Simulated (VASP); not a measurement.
# PbS: single point with PBEsol

The system is PbS.

```xyz
2
Lattice="2.1628 1.2487 3.4820 -2.1628 1.2487 3.4820 0.0000 -2.4973 3.4820" Properties=species:S:1:pos:R:3 pbc="T T T"
Pb    0.0000    0.0000   10.2127
S     0.0000    0.0000    4.9925
```

This cell differs from its parent crystal: strained.

```yaml
Program: VASP 6.6.1
Task: single point
Functional: PBEsol
Potentials_or_basis: VASP PAW PBE potentials, release 64 (Pb_d, S)
Cutoff: 520 eV
k_mesh: 9 × 9 × 9
Occupations: gaussian, width 0.02 eV
Spin: no spin polarisation
```

```yaml
Pressure: -4.6 GPa
```

Stress tensor (GPa, compression positive):
```
-4.81  0.00  0.00
 0.00 -4.81  0.00
 0.00  0.00 -4.23
```

Levels at points of the mesh, in eV from the Fermi level:
```csv
k point,band 8,band 9,band 10,band 11,band 12,band 13
"(0.00, 0.00, 0.00)",-1.77,-1.77,-1.67,4.98,5.00,5.00
```

Wall time 46 s on 1 thread of Intel(R) Xeon(R) Platinum 8375C CPU @ 2.90GHz (Ice Lake), on a shared host, peak memory 0.22 GiB.

Caveat: the cell differs from its parent crystal (strained); this odd mesh misses L, where the gap lies, so gap, dielectric constants and Born charges aren't listed; the PAW data sets were made with another functional, which shifts forces and pressure a little; spin-orbit coupling is left out, which moves the levels of the heavy elements.
